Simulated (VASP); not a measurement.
# TiAl3 (Pmm2) in VASP: notebook, part 2 of 2

VASP 6.6.1.

## Step 4: Relaxation of cell and atoms, LDA

The input, INCAR:

```
PREC = Accurate
ENCUT = 600
EDIFF = 1E-6
ISMEAR = -1
SIGMA = 0.15
LREAL = False
LASPH = True
NELM = 80
ALGO = Fast
ISIF = 3
LWAVE = False
LCHARG = False
IBRION = 2
NSW = 80
EDIFFG = -0.001
```

The input, KPOINTS:

```
regular mesh
0
Gamma
  12 8 8
```

The input, POSCAR:

```
TiAl3
1.0
    2.7513627833      0.0000000000      0.0000000000
    0.0000000000      4.6318031797      0.0000000000
    0.0000000000      0.0000000000      4.8542290426
Ti Al
1 3
Direct
    0.0000000000      0.5000000000      0.1625721107
    0.5000000000      0.5000000000      0.6637111996
    0.5000000000      0.0000000000      0.3328238714
    0.0000000000      0.0000000000      0.8408918182
```

Potentials or basis: VASP PAW LDA potentials, release 64 (Ti_sv, Al).

Run with:

```bash
$ cat potpaw_LDA.64/Ti_sv/POTCAR potpaw_LDA.64/Al/POTCAR > POTCAR
$ mpirun -np 1 vasp_std > vasp.out
```

OUTCAR:

```text
PREC = Accurate
   ENCUT = 600
   EDIFF = 1E-6
   ISMEAR = -1
   LREAL = False
   LASPH = True
   NELM = 80
   ISIF = 3
   IBRION = 2
   NSW = 80
   EDIFFG = -0.001

 ion  position               nearest neighbor table
   1  0.000  0.500  0.163-   2 2.79   2 2.79   4 2.79   4 2.79   2 2.79   2 2.79   3 2.82   3 2.82
                             3 2.82   3 2.82
   2  0.500  0.500  0.664-   1 2.79   1 2.79   1 2.79   1 2.79   3 2.82   3 2.82   4 2.83   4 2.83
                             4 2.83   4 2.83
   3  0.500  0.000  0.333-   4 2.76   4 2.76   1 2.82   1 2.82   1 2.82   1 2.82   2 2.82   2 2.82
                             4 2.82   4 2.82
   4  0.000  0.000  0.841-   3 2.76   3 2.76   1 2.79   1 2.79   3 2.82   3 2.82   2 2.83   2 2.83
                             2 2.83   2 2.83

  LATTYP: Found a simple orthorhombic cell.
 ALAT       =     2.7513627833
 B/A-ratio  =     1.6834578151
 C/A-ratio  =     1.7642998852

  Lattice vectors:

 A1 = (   2.7513627833,   0.0000000000,   0.0000000000)
 A2 = (   0.0000000000,   4.6318031797,   0.0000000000)
 A3 = (   0.0000000000,   0.0000000000,   4.8542290426)

Analysis of symmetry for initial positions (statically):
=====================================================================
 Subroutine PRICEL returns:
 Original cell was already a primitive cell.

 Routine SETGRP: Setting up the symmetry group for a
 simple orthorhombic supercell.

 Subroutine GETGRP returns: Found  4 space group operations
 (whereof  4 operations were pure point group operations)
 out of a pool of  8 trial point group operations.

The static configuration has the point symmetry C_2v.

Analysis of symmetry for dynamics (positions and initial velocities):
=====================================================================
 Subroutine PRICEL returns:
 Original cell was already a primitive cell.

 Routine SETGRP: Setting up the symmetry group for a
 simple orthorhombic supercell.

 Subroutine GETGRP returns: Found  4 space group operations
 (whereof  4 operations were pure point group operations)
 out of a pool of  8 trial point group operations.

The dynamic configuration has the point symmetry C_2v.

 Subroutine INISYM returns: Found  4 space group operations
 (whereof  4 operations are pure point group operations),
 and found     1 'primitive' translations

----------------------------------------------------------------------------------------

                                     Primitive cell

  volume of cell :      61.8612

  direct lattice vectors                    reciprocal lattice vectors
     2.751362783  0.000000000  0.000000000     0.363456250  0.000000000  0.000000000
     0.000000000  4.631803180  0.000000000     0.000000000  0.215898638  0.000000000
     0.000000000  0.000000000  4.854229043     0.000000000  0.000000000  0.206005937

  length of vectors
     2.751362783  4.631803180  4.854229043     0.363456250  0.215898638  0.206005937

  position of ions in fractional coordinates (direct lattice)
     0.000000000  0.500000000  0.162572111
     0.500000000  0.500000000  0.663711200
     0.500000000  0.000000000  0.332823871
     0.000000000  0.000000000  0.840891818

  ion indices of the primitive-cell ions
   primitive index   ion index
                 1           1
                 2           2
                 3           3
[... 75 lines left out ...]
   EDIFFG = -.1E-02   stopping-criterion for IOM
   NSW    =     80    number of steps for IOM
   IBRION =      2    ionic relax: 0-MD 1-quasi-New 2-CG
   NFREE  =      1    steps in history (QN), initial steepest desc. (CG)
   ISIF   =      3    stress and relaxation
   ISYM   =      2    0-nonsym 1-usesym 2-fastsym
   POTIM  = 0.5000    time-step for ionic-motion
   TEBEG  =    0.0;   TEEND  =   0.0 temperature during run
   PSTRESS=    0.0 pullay stress
   NELECT =      21.0000    total number of electrons
   NUPDOWN=      -1.0000    fix difference up-down
   EMIN   =  10.00;   EMAX   =-10.00  energy-range for DOS
   EFERMI =   0.00;   METHOD = LEGACY
   ISMEAR =    -1;   SIGMA  =   0.15  broadening in eV -4-tet -1-fermi 0-gaus
   EFERMI_NEDOS =   21; number of points for ismear=-14 and -15
   IALGO  =     68    algorithm
   IMIX   =      4    mixing-type and parameters
     AMIX     =   0.40;   BMIX     =  1.00
     AMIX_MAG =   1.60;   BMIX_MAG =  1.00
  volume/ion in A,a.u.               =      15.47       104.36
  Fermi-wavevector in a.u.,A,eV,Ry     =   1.142024  2.158112 17.744971  1.304219
  Thomas-Fermi vector in A             =   2.278723
   LORBIT       =      0    0 simple, 1 ext, 2 COOP (PROOUT), +10 PAW based schemes
   GGA     = CA    functional components
   LHFCALC =     F    Hartree Fock is set to
   AEXX    =    0.0000 exact exchange contribution
   IVDW    =     0    specifies the selected vdW correction
   LEPSILON=     F    determine dielectric tensor
   LRPA    =     F    only Hartree local field effects (RPA)
 conjugate gradient relaxation of ions
 non-spin polarized calculation
 RMM-DIIS sequential band-by-band and
  energy-cutoff  :      600.00
  volume of cell :       61.86
 maximum number of plane-waves:      2096
 NGX is ok and might be reduce to    24
   NGX = 11   NGY = 19   NGZ = 19

--------------------------------------- Ionic step        1  -------------------------------------------

 number of electron      21.0000001 magnetization

 Free energy of the ion-electron system (eV)
  ---------------------------------------------------
  ext. energy  EPLUGINS =         0.00000000
  ---------------------------------------------------
  free energy    TOTEN  =       -22.22401905 eV

  energy without entropy =      -22.03611841  energy(sigma->0) =      -22.13006873

------------------------ aborting loop because EDIFF is reached ----------------------------------------

  FORCE on cell =-STRESS in cart. coord.  units (eV):
  Direction    XX          YY          ZZ          XY          YZ          ZX
  --------------------------------------------------------------------------------------
  -------------------------------------------------------------------------------------
  Total        0.2855621     -0.0624296      0.1107789      0.0000000      0.0000000      0.0000000
  in kB        7.3959330     -1.6169004      2.8691252      0.0000000      0.0000000      0.0000000
  external PRESSURE =       2.8827193 kB  Pullay stress =       0.0000000 kB
[... 95 lines left out ...]
  FREE ENERGIE OF THE ION-ELECTRON SYSTEM (eV)
  ---------------------------------------------------
  free  energy   TOTEN  =       -22.2248364020 eV

  energy  without entropy=      -22.0347689103  energy(sigma->0) =      -22.12980266

[... ionic steps 4 to 29 ...]

--------------------------------------- Ionic step       30  -------------------------------------------

 number of electron      21.0000001 magnetization

------------------------ aborting loop because EDIFF is reached ----------------------------------------
[... 71 lines left out ...]
--------------------------------------- Ionic step       32  -------------------------------------------

 number of electron      21.0000001 magnetization

 Free energy of the ion-electron system (eV)
  ---------------------------------------------------
  ext. energy  EPLUGINS =         0.00000000
  ---------------------------------------------------
  free energy    TOTEN  =       -22.22507645 eV

  energy without entropy =      -22.03429139  energy(sigma->0) =      -22.12968392

 E-fermi :   8.3601     XC(G=0): -11.0169

 val. band max:        8.3553650008   @ k =   0.1667   0.3750   0.5000
 cond. band min:       8.3647265636   @ k =   0.1667   0.3750   0.0000
 fundamental gap:      0.0093615628
 Fermi energy:         8.3601168107

 k-point     1 :       0.0000    0.0000    0.0000
  band No.  band energies     occupation
      1     -47.3407      2.00000
      2     -24.0591      2.00000
      3     -24.0586      2.00000
      4     -23.6417      2.00000
      5      -2.0236      2.00000
      6       3.0855      2.00000
      7       4.3980      2.00000
      8       4.7716      2.00000
      9       5.6556      2.00000
     10       7.4503      1.99537
     11       7.8792      1.92215
     12      10.8560      0.00000
     13      10.9296      0.00000
     14      11.1129      0.00000
[... 377 lines left out ...]
      1     -47.3217      2.00000
      2     -24.0447      2.00000
      3     -24.0408      2.00000
      4     -23.7887      2.00000
      5      -0.5947      2.00000
      6       1.3762      2.00000
      7       5.0704      2.00000
      8       5.2618      2.00000
      9       6.7237      1.99996
     10       7.4646      1.99491
     11       8.3647      0.98464
     12       9.7842      0.00015
     13      10.5923      0.00000
     14      11.2605      0.00000

 [... further k-points ...]
[... 5 lines left out ...]
  --------------------------------------------------------------------------------------
  -------------------------------------------------------------------------------------
  Total       -0.0007931      0.0015742      0.0023251      0.0000000      0.0000000      0.0000000
  in kB       -0.0204857      0.0406606      0.0600534      0.0000000      0.0000000      0.0000000
  external PRESSURE =       0.0267427 kB  Pullay stress =       0.0000000 kB
[... 19 lines left out ...]
  FREE ENERGIE OF THE ION-ELECTRON SYSTEM (eV)
  ---------------------------------------------------
  free  energy   TOTEN  =       -22.2250764549 eV

  energy  without entropy=      -22.0342913873  energy(sigma->0) =      -22.12968392

 reached required accuracy - stopping structural energy minimisation
```

OSZICAR:

```text
N       E                     dE             d eps       ncg     rms          rms(c)
DAV:   1     0.136587057424E+03    0.13659E+03   -0.10607E+04  4900   0.156E+03
DAV:   2    -0.850967451873E+01   -0.14510E+03   -0.14369E+03  4918   0.380E+02
DAV:   3    -0.231441924746E+02   -0.14635E+02   -0.14379E+02  9398   0.936E+01
[... 199 lines left out ...]
RMM:   2    -0.222250764347E+02   -0.73926E-08   -0.64833E-07  2454   0.804E-03
  31 F= -.22225076E+02 E0= -.22129681E+02  d E =-.121775E-06
       N       E                     dE             d eps       ncg     rms          rms(c)
DAV:   1    -0.222250764496E+02   -0.22313E-07   -0.83886E-07  2504   0.173E-02    0.925E-04
RMM:   2    -0.222250764549E+02   -0.52262E-08   -0.27084E-07  2360   0.583E-03
  32 F= -.22225076E+02 E0= -.22129684E+02  d E =-.141922E-06
```

Run time: 30 min. Hardware: 1 thread of AMD EPYC 7R43 (Zen 3), shared host; peak memory 0.3 GiB.

What came out:

```
Free energy                           : -22.2251 eV
Relaxed volume                        : 15.51 Å³/atom
Relaxed cell                          : a = 2.767 Å, b = 4.617 Å, c = 4.855 Å, α = 90.00°, β = 90.00°, γ = 90.00°
Space group after relaxing (to 0.1 Å) : Pmm2 (No. 25)
Energy gained by relaxing             : 0.3 meV/atom
Ionic steps                           : 32
Pressure after relaxing               : 0.0 GPa
Band gap on the k mesh                : zero (an odd number of electrons rules out a gap without spin polarisation)
```

The path:
```tsv
step	energy change (eV)	largest force (eV/Å)	pressure (GPa)	volume (Å³)
1	0.0000	0.0455	0.29	61.86
2	-0.0008	0.0169	-0.12	62.11
3	-0.0008	0.0145	-0.18	62.15
4	-0.0010	0.0095	-0.03	62.04
5	-0.0010	0.0087	0.01	62.01
6	-0.0010	0.0089	0.01	62.01
7	-0.0010	0.0071	0.05	62.02
8	-0.0010	0.0064	0.00	62.04
9	-0.0010	0.0081	-0.03	62.04
10	-0.0010	0.0057	0.01	62.03
11	-0.0011	0.0056	0.01	62.03
12	-0.0011	0.0057	-0.01	62.04
13	-0.0011	0.0031	0.00	62.02
14	-0.0011	0.0015	0.02	62.01
15	-0.0011	0.0052	-0.03	62.02
16	-0.0011	0.0023	0.05	62.02
17	-0.0011	0.0038	0.00	62.02
18	-0.0011	0.0029	0.03	62.02
19	-0.0011	0.0033	0.03	62.02
20	-0.0011	0.0014	0.03	62.02
21	-0.0011	0.0007	0.02	62.02
22	-0.0011	0.0016	0.02	62.03
23	-0.0011	0.0021	-0.03	62.05
24	-0.0011	0.0010	-0.01	62.04
25	-0.0011	0.0013	0.01	62.03
26	-0.0011	0.0017	-0.05	62.03
27	-0.0011	0.0012	0.01	62.03
28	-0.0011	0.0016	-0.02	62.03
29	-0.0011	0.0012	0.00	62.03
30	-0.0011	0.0008	0.02	62.03
31	-0.0011	0.0016	-0.02	62.03
32	-0.0011	0.0007	0.00	62.03
```

Final structure:
```yaml
crystal:
  lattice:
    - [2.76679, 0.00000, 0.00000]
    - [0.00000, 4.61746, 0.00000]
    - [0.00000, 0.00000, 4.85545]
  atoms:
    - { symbol: Ti, position: [0.00000, 0.50000, 0.16261] }
    - { symbol: Al, position: [0.50000, 0.50000, 0.66415] }
    - { symbol: Al, position: [0.50000, 0.00000, 0.33338] }
    - { symbol: Al, position: [0.00000, 0.00000, 0.83985] }
```

Levels at points of the mesh, in eV from the Fermi level:
| k point | band 7 | band 8 | band 9 | band 10 | band 11 | band 12 | band 13 | band 14 |
| --- | --- | --- | --- | --- | --- | --- | --- | --- |
| (0.00, 0.00, 0.00) | -3.96 | -3.59 | -2.70 | -0.91 | -0.48 | 2.50 | 2.57 | 2.75 |
| (0.50, 0.00, 0.00) | -2.27 | -2.02 | -1.83 | 0.42 | 0.62 | 0.79 | 1.46 | 1.70 |
| (0.00, 0.50, 0.00) | -3.67 | -3.28 | -2.07 | -1.57 | -0.23 | 2.42 | 2.51 | 2.75 |
| (0.50, 0.50, 0.00) | -3.73 | -3.24 | -1.80 | -0.54 | -0.32 | 0.81 | 1.15 | 1.36 |
| (0.00, 0.00, 0.50) | -3.55 | -2.32 | -2.19 | -1.07 | -0.39 | 2.31 | 2.40 | 2.58 |
| (0.50, 0.00, 0.50) | -3.89 | -3.42 | -1.41 | -0.19 | -0.16 | 0.57 | 1.25 | 2.02 |
| (0.00, 0.50, 0.50) | -7.21 | -4.88 | -0.27 | -0.10 | 0.69 | 2.43 | 2.44 | 3.63 |
| (0.50, 0.50, 0.50) | -3.51 | -3.29 | -2.80 | -2.72 | -0.64 | -0.19 | 1.06 | 2.14 |

## Step 5: Overview

| task | cell | cutoff (eV) | smearing | gap on the mesh (eV) | pressure (GPa) |
| --- | --- | --- | --- | --- | --- |
| single point | a = 2.751, b = 4.632, c = 4.854 Å, 4 atoms | 520 | gaussian 0.1 eV | none | 0.1 |
| single point | a = 2.766, b = 4.615, c = 4.853 Å, 4 atoms | 520 | fermi-dirac 0.15 eV | none | 0.1 |
| relaxation of cell and atoms | relaxed from a = 2.751, b = 4.632, c = 4.854 Å, 4 atoms | 600 | fermi-dirac 0.15 eV | none | 0.0 |

Alike in all rows: level LDA; potentials or basis VASP PAW LDA potentials, release 64 (Ti_sv, Al); no spin polarisation; k mesh 12 × 8 × 8.

Absolute energies hang on the potentials; compare differences alone.
